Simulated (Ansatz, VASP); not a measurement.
**AlN in VASP and in Ansatz**

```
CELL_PARAMETERS angstrom
0.00000 2.20159 2.20159
2.20159 0.00000 2.20159
2.20159 2.20159 0.00000
ATOMIC_POSITIONS crystal
Al 0.98821 0.01179 0.01179
N 0.77271 0.72729 0.72729
```

Change from the starting cell: mode 4 (634.6 1/cm) frozen in, largest displacement -0.100 Å.

Alike in both runs: task single point; functional PBE; k mesh 10 × 10 × 10; occupations gaussian, width 0.05 eV; no spin polarisation.

|  | VASP | Ansatz |
| --- | --- | --- |
| version | VASP 6.6.1 | Ansatz 0.2.0 |
| potentials or method | VASP PAW PBE potentials, release 64 (Al, N), cutoff 600 eV | scalar-relativistic, plane waves, PAW |
| valence electrons in the cell | 8 | 8 |

Ansatz gave:

| Property | Result |
| --- | --- |
| gap on the k mesh at the Fermi level (eV) | 2.93 |
| least direct gap on the mesh (eV) | 3.56 |
| pressure (GPa) | 2.6 |
| traceless stress, the component that is largest in VASP (GPa) | -9.43 |
| rms of the force components (eV/Å) | 1.171 |

Task: Estimate VASP's values.

Result: gap on the k mesh at the Fermi level (eV): 2.92; least direct gap on the mesh (eV): 3.57; pressure (GPa): 2.2; traceless stress, the component that is largest in VASP (GPa): -9.48; rms of the force components (eV/Å): 1.175.

Atom by atom the forces differ by 0.004 eV/Å (rms over components). With one functional, cell and mesh, what is left measures potentials, basis and numerics.
